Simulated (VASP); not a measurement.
# MgF2 (P4_2/mnm) in VASP: a series of runs, part 2 of 2

VASP 6.6.1. The steps go on from the part before.

## Step 3: Single point, PBE

This run uses another cell than the first one, of 10.85 Å³/atom.

INCAR reads:

```
PREC = Accurate ; ENCUT = 600
EDIFF = 1E-6 ; ISMEAR = -1
SIGMA = 0.02 ; LREAL = False
LASPH = True ; NELM = 120
ALGO = Normal ; ISIF = 2
LWAVE = False ; LCHARG = True
GGA = PE ; LELF = True
LVHAR = True ; NBANDS = 25
GGA_COMPAT = False
```

KPOINTS reads:

```
Automatic mesh
0
Gamma
  6 6 8
```

POSCAR reads:

```
MgF2
1.0
    4.6220162608      0.0000000000      0.0000000000
    0.0000000000      4.6220162608      0.0000000000
    0.0000000000      0.0000000000      3.0461115451
Mg F
2 4
Direct
    0.0000000000      0.0000000000      0.0000000000
    0.5000000000      0.5000000000      0.5000000000
    0.3029506050      0.3029506050      0.0000000000
    0.1970493950      0.8029506050      0.5000000000
    0.6970493950      0.6970493950      0.0000000000
    0.8029506050      0.1970493950      0.5000000000
```

Potentials or basis: VASP PAW PBE potentials, release 64 (Mg, F).

Command:

```bash
cat potpaw_PBE.64/Mg/POTCAR potpaw_PBE.64/F/POTCAR > POTCAR
mpirun -np 1 vasp_std > vasp.out
```

OUTCAR:

```text
PREC = Accurate
   ENCUT = 600
   EDIFF = 1E-6
   ISMEAR = -1
   LREAL = False
   LASPH = True
   NELM = 120
   ISIF = 2
   GGA = PE

 ion  position               nearest neighbor table
   1  0.000  0.000  0.000-   3 1.98   5 1.98   4 1.99   6 1.99   4 1.99   6 1.99   2 3.61   2 3.61
                             2 3.61   2 3.61   2 3.61   2 3.61   2 3.61   2 3.61
   2  0.500  0.500  0.500-   4 1.98   6 1.98   5 1.99   3 1.99   3 1.99   5 1.99   1 3.61   1 3.61
                             1 3.61   1 3.61   1 3.61   1 3.61   1 3.61   1 3.61
   3  0.303  0.303  0.000-   1 1.98   2 1.99   2 1.99
   4  0.197  0.803  0.500-   2 1.98   1 1.99   1 1.99
   5  0.697  0.697  0.000-   1 1.98   2 1.99   2 1.99
   6  0.803  0.197  0.500-   2 1.98   1 1.99   1 1.99

  LATTYP: Found a simple tetragonal cell.
 ALAT       =     4.6220162608
 C/A-ratio  =     0.6590438833

  Lattice vectors:

 A1 = (   4.6220162608,   0.0000000000,   0.0000000000)
 A2 = (   0.0000000000,   4.6220162608,   0.0000000000)
 A3 = (   0.0000000000,   0.0000000000,   3.0461115451)

Analysis of symmetry for initial positions (statically):
=====================================================================
 Subroutine PRICEL returns:
 Original cell was already a primitive cell.

 Routine SETGRP: Setting up the symmetry group for a
 simple tetragonal supercell.

 Subroutine GETGRP returns: Found 16 space group operations
 (whereof  8 operations were pure point group operations)
 out of a pool of 16 trial point group operations.

The static configuration has the point symmetry D_2h.
 The point group associated with its full space group is D_4h.

Analysis of symmetry for dynamics (positions and initial velocities):
=====================================================================
 Subroutine PRICEL returns:
 Original cell was already a primitive cell.
[... 136 lines left out ...]
     AMIX     =   0.40;   BMIX     =  1.00
     AMIX_MAG =   1.60;   BMIX_MAG =  1.00
  volume/ion in A,a.u.               =      10.85        73.19
  Fermi-wavevector in a.u.,A,eV,Ry     =   1.292177  2.441860 22.717929  1.669721
  Thomas-Fermi vector in A             =   2.423901
   LORBIT       =      0    0 simple, 1 ext, 2 COOP (PROOUT), +10 PAW based schemes
   GGA     = PE    functional components
   LHFCALC =     F    Hartree Fock is set to
   AEXX    =    0.0000 exact exchange contribution
   IVDW    =     0    specifies the selected vdW correction
   LEPSILON=     F    determine dielectric tensor
   LRPA    =     F    only Hartree local field effects (RPA)
 non-spin polarized calculation
  energy-cutoff  :      600.00
  volume of cell :       65.07
 maximum number of plane-waves:      2192
 NGX is ok and might be reduce to    40
   NGX = 19   NGY = 19   NGZ = 13

 number of electron      32.0000022 magnetization

 Free energy of the ion-electron system (eV)
  ---------------------------------------------------
  ext. energy  EPLUGINS =         0.00000000
  ---------------------------------------------------
  free energy    TOTEN  =       -31.51557507 eV

  energy without entropy =      -31.51557507  energy(sigma->0) =      -31.51557507

 E-fermi :  -0.7941     XC(G=0):  -9.7451

 val. band max:       -1.1939457460   @ k =   0.0000   0.0000   0.0000
 cond. band min:       5.9262799697   @ k =   0.0000   0.0000   0.0000
 fundamental gap:      7.1202257157
 Fermi energy:        -0.7940569377

 k-point     1 :       0.0000    0.0000    0.0000
  band No.  band energies     occupation
      1     -21.9531      2.00000
      2     -21.1461      2.00000
      3     -21.1461      2.00000
      4     -21.0523      2.00000
      5      -5.2815      2.00000
      6      -3.7041      2.00000
[... 661 lines left out ...]
     24      15.0178      0.00000
     25      16.5843      0.00000

 [... further k-points ...]

------------------------ aborting loop because EDIFF is reached ----------------------------------------

  FORCE on cell =-STRESS in cart. coord.  units (eV):
  Direction    XX          YY          ZZ          XY          YZ          ZX
  --------------------------------------------------------------------------------------
  -------------------------------------------------------------------------------------
  Total        1.5073704      1.5073704      1.6801942      0.0000000      0.0000000      0.0000000
  in kB       37.1126376     37.1126376     41.3676951      0.0000000      0.0000000      0.0000000
  external PRESSURE =      38.5309901 kB  Pullay stress =       0.0000000 kB

 VOLUME and BASIS-vectors are now :
 -----------------------------------------------------------------------------
  energy-cutoff  :      600.00
  volume of cell :       65.07
      direct lattice vectors                 reciprocal lattice vectors
     4.622016261  0.000000000  0.000000000     0.216355794  0.000000000  0.000000000
     0.000000000  4.622016261  0.000000000     0.000000000  0.216355794  0.000000000
     0.000000000  0.000000000  3.046111545     0.000000000  0.000000000  0.328287387

 POSITION                                       TOTAL-FORCE (eV/Angst)
 -----------------------------------------------------------------------------------
      0.00000      0.00000      0.00000         0.000000     -0.000000     -0.000000
      2.31101      2.31101      1.52306         0.000000     -0.000000     -0.000000
      1.40024      1.40024      0.00000        -0.018059     -0.018059      0.000000
      0.91077      3.71125      1.52306         0.018059     -0.018059     -0.000000
      3.22177      3.22177      0.00000         0.018059      0.018059     -0.000000
      3.71125      0.91077      1.52306        -0.018059      0.018059     -0.000000
 -----------------------------------------------------------------------------------
    total drift:                                0.000000     -0.000000     -0.000000

  FREE ENERGIE OF THE ION-ELECTRON SYSTEM (eV)
  ---------------------------------------------------
  free  energy   TOTEN  =       -31.5155750705 eV

  energy  without entropy=      -31.5155750705  energy(sigma->0) =      -31.51557507
```

OSZICAR:

```text
N       E                     dE             d eps       ncg     rms          rms(c)
DAV:   1     0.185269533270E+03    0.18527E+03   -0.19236E+04  2580   0.135E+03
DAV:   2    -0.249412847213E+02   -0.21021E+03   -0.20301E+03  3078   0.304E+02
DAV:   3    -0.340421768752E+02   -0.91009E+01   -0.90780E+01  3171   0.603E+01
DAV:   4    -0.340928172013E+02   -0.50640E-01   -0.50635E-01  2790   0.511E+00
DAV:   5    -0.340930739435E+02   -0.25674E-03   -0.25674E-03  3118   0.355E-01    0.100E+01
DAV:   6    -0.314656445860E+02    0.26274E+01   -0.81092E+00  2824   0.205E+01    0.298E+00
DAV:   7    -0.314852510149E+02   -0.19606E-01   -0.91152E-02  2647   0.195E+00    0.192E+00
DAV:   8    -0.315149478088E+02   -0.29697E-01   -0.57562E-02  2596   0.234E+00    0.211E-01
DAV:   9    -0.315150492443E+02   -0.10144E-03   -0.12541E-03  3211   0.252E-01    0.814E-02
DAV:  10    -0.315155757684E+02   -0.52652E-03   -0.49177E-04  2587   0.158E-01    0.196E-02
DAV:  11    -0.315155745195E+02    0.12488E-05   -0.93077E-06  3191   0.263E-02    0.399E-03
DAV:  12    -0.315155750705E+02   -0.55094E-06   -0.11957E-06  2035   0.882E-03
   1 F= -.31515575E+02 E0= -.31515575E+02  d E =-.747476E-11
```

stdout:

```text
POSCAR found type information on POSCAR MgF
 POSCAR found :  2 types and       6 ions
 scaLAPACK will be used
 LDA part: xc-table for (Slater+PW92), standard interpolation
 POSCAR, INCAR and KPOINTS ok, starting setup
 FFT: planning ... GRIDC
 FFT: planning ... GRID_SOFT
 FFT: planning ... GRID
 WAVECAR not read
 entering main loop
```

Run time: 27 s. Hardware: 1 thread of Intel Xeon 6975P-C (Granite Rapids), shared host; peak memory 0.23 GiB.

What came out:

- Free energy: -31.5156 eV
- Pressure: 3.9 GPa
- Largest force: 0.026 eV/Å
- Band gap on the k mesh: 7.12 eV

Forces in eV/Å, atoms in the order of the input:
```
Mg   0.000  0.000  0.000
Mg   0.000  0.000  0.000
F   -0.018 -0.018  0.000
F    0.018 -0.018  0.000
F    0.018  0.018  0.000
F   -0.018  0.018  0.000
```

Stress tensor (GPa, compression positive):
```
3.71 0.00 0.00
0.00 3.71 0.00
0.00 0.00 4.14
```

Caveat: the cell stands under pressure. A k mesh can miss the band edges.
